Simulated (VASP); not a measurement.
Write the native input for VASP 6.6.1 that does the following.

```yaml
Task: single point
Functional: PBE
Dispersion: D3(BJ)
Potentials_or_basis: VASP PAW PBE potentials, release 64 (W_sv, C, F)
Cutoff: 520 eV
k_mesh: 3 × 3 × 1
Occupations: gaussian, width 0.15 eV
Spin: no spin polarisation
Dipole_correction: no
Further_INCAR_settings: LREAL = Auto; ALGO = Normal; EDIFF = 1e-06; NBANDS = 94
```

The structure of W4C4F lies in POSCAR:

```
W4C4F
1.0
    5.6991000000      0.0000000000      0.0000000000
   -2.8495500000      4.9355650000      0.0000000000
    0.0000000000      0.0000000000     15.1973150000
W C F
8 8 2
Direct
    0.0000000000      0.0000000000      0.0658011000
   -0.0012005533     -0.0024011066      0.2561515745
    0.0000000200      0.5000000400      0.0658011000
   -0.0005786795      0.4993821720      0.2540840624
    0.5000000000      0.0000000000      0.0658011000
    0.4980417420     -0.0039165159      0.2528785494
    0.5000000200      0.5000000400      0.0658011000
    0.4999608515      0.4993821720      0.2540840624
    0.3326770605      0.1651831920      0.1533819780
    0.3349126917      0.1735139336      0.3309008016
    0.3333392843      0.6666785686      0.1522057626
    0.3282827531      0.6565655061      0.3284624275
    0.8325061315      0.1651831920      0.1533819780
    0.8386012419      0.1735139336      0.3309008016
    0.8335098660      0.6670197319      0.1549831063
    0.8323218706      0.6646437411      0.3404842665
    0.5503102280      0.1006204561      0.4176488229
    0.8301730048     -0.3396539904      0.4276135427
```

The input as run:

INCAR

```
SYSTEM = W4C4F
ALGO = Normal
EDIFF = 1E-6
ENCUT = 520
GGA = PE
ISIF = 2
ISMEAR = 0
IVDW = 12
LASPH = .True.
LCHARG = .False.
LREAL = Auto
LWAVE = .False.
NBANDS = 94
NELM = 60
PREC = Accurate
SIGMA = 0.15
```

KPOINTS

```
k-points
0
Gamma
  3 3 1
  0 0 0
```

Potentials or basis: VASP PAW PBE potentials, release 64 (W_sv, C, F).

Command:

```console
$ cat potpaw_PBE.64/W_sv/POTCAR potpaw_PBE.64/C/POTCAR potpaw_PBE.64/F/POTCAR > POTCAR
$ mpirun -np 1 vasp_std > vasp.out
```

Results of the run:

```json
{"Largest force": "0.436 eV/Å", "Band gap on the k mesh": "zero (bands 79 and 80 overlap by 0.82 eV)", "Dispersion energy per atom": "-0.278 eV"}
```

Caveat: the k points lie up to 0.42 Å⁻¹ apart, too coarse for converged energies and pressures of a metal; there is no dipole correction, which matters where the two faces differ; spin-orbit coupling is left out, which moves the levels of the heavy elements.

It took 9.4 min on 1 thread of Intel(R) Xeon(R) Platinum 8488C (Sapphire Rapids) (shared host), peak memory 0.51 GiB.
